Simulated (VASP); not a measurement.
# Ti2Tl: relaxation of cell and atoms with PBE

Crystal: Ti2Tl.

```
Ti Tl
1.0
     4.78013    0.00000    0.00000
    -2.39006    4.13971    0.00000
     0.00000    0.00000    2.87132
Ti Tl
2 1
Cartesian
  0.0000 2.7598 1.4357
  2.3901 1.3799 1.4357
  0.0000 0.0000 0.0000
```

| Item | Value |
| --- | --- |
| Program | VASP 6.6.1 |
| Task | relaxation of cell and atoms |
| Functional | PBE |
| Potentials or basis | VASP PAW PBE potentials, release 64 (Ti_sv, Tl_d) |
| Cutoff | 600 eV |
| k mesh | 6 × 6 × 6 |
| Occupations | gaussian, width 0.1 eV |
| Spin | no spin polarisation |
| Dipole correction | no |
| Further INCAR settings | ALGO = Normal; EDIFF = 1e-06; IBRION = 2; EDIFFG = -0.04; NSW = 90; ISIF = 3 |

| Quantity | Value |
| --- | --- |
| Relaxed volume | 18.97 Å³/atom |
| Relaxed cell | a = 4.742 Å, b = 4.742 Å, c = 2.923 Å, α = 90.00°, β = 90.00°, γ = 120.00° |
| Space group after relaxing (to 0.1 Å) | P6/mmm (No. 191) |
| Energy gained by relaxing | 2.5 meV/atom |
| Ionic steps | 4 |
| Pressure after relaxing | 0.2 GPa |
| Band gap on the k mesh | zero (an odd number of electrons rules out a gap without spin polarisation) |

Stress tensor (GPa, compression positive):
```
0.31 0.00 0.00
0.00 0.31 0.00
0.00 0.00 0.05
```

Step by step:
```
step  energy change (eV)  largest force (eV/Å)  pressure (GPa)  volume (Å³)
   1              0.0000                0.0000            0.48        56.82
   2             -0.0064                0.0000           -0.39        57.28
   3             -0.0067                0.0000           -0.59        57.41
   4             -0.0074                0.0000            0.22        56.91
```

Final structure:
```
CELL_PARAMETERS angstrom
4.74179 0.00000 0.00000
-2.37090 4.10651 0.00000
0.00000 0.00000 2.92262
ATOMIC_POSITIONS crystal
Ti 0.33333 0.66667 0.50000
Ti 0.66667 0.33333 0.50000
Tl 0.00000 0.00000 0.00000
```

Levels at points of the mesh, in eV from the Fermi level:
```
           k point  band 16  band 17  band 18  band 19  band 20  band 21
(0.00, 0.00, 0.00)    -2.06    -1.10    -0.19     0.18     0.18     1.68
(0.50, 0.00, 0.00)    -1.49    -1.33    -0.49    -0.30    -0.16     1.61
(0.00, 0.00, 0.50)    -0.73    -0.73     0.20     0.20     0.98     0.98
(0.50, 0.00, 0.50)    -2.13    -1.63    -0.10    -0.07     0.22     1.77
```

Wall time 54 s on 1 thread of Intel(R) Xeon(R) 6975P-C (Granite Rapids), on a shared host, peak memory 0.21 GiB.

Caveat: the k points lie up to 0.36 Å⁻¹ apart in the final cell, too coarse for converged energies and pressures of a metal; spin-orbit coupling is left out, which moves the levels of the heavy elements.
